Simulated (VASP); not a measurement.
A run of VASP 6.6.1 is set up as follows.

The input INCAR:

```
PREC = Accurate ; ENCUT = 600
EDIFF = 1E-6 ; ISMEAR = -1
SIGMA = 0.05 ; LREAL = F
LASPH = T ; NELM = 60
ALGO = Normal ; ISIF = 3
LWAVE = F ; LCHARG = F
GGA = PE ; IBRION = 2
NSW = 60 ; EDIFFG = -0.005
```

File KPOINTS:

```
regular mesh
0
Gamma
  10 10 6
```

The input POSCAR:

```
HfC
1.0
    3.8346374706      0.0000000000      0.0000000000
   -1.9173187353      3.3208934639      0.0000000000
    0.0000000000      0.0000000000      5.9436880795
Hf C
2 2
Direct
    0.0000000000      0.0000000000      0.0000000000
    0.0000000000      0.0000000000      0.5000000000
    0.3333333333      0.6666666667      0.2500000000
    0.6666666667      0.3333333333      0.7500000000
```

Potentials or basis: VASP PAW PBE potentials, release 64 (Hf_pv, C).

Launch:

```bash
$ cat potpaw_PBE.64/Hf_pv/POTCAR potpaw_PBE.64/C/POTCAR > POTCAR
$ mpirun -np 1 vasp_std > vasp.out
```

(1) What does it give for the space group after relaxing (to 0.1 Å)?

(2) Estimate the relaxed cell.

## Answers

(1) P6_3/mmc (No. 194).

(2) a = 3.263 Å, b = 3.263 Å, c = 5.757 Å, α = 90.00°, β = 90.00°, γ = 120.00°.
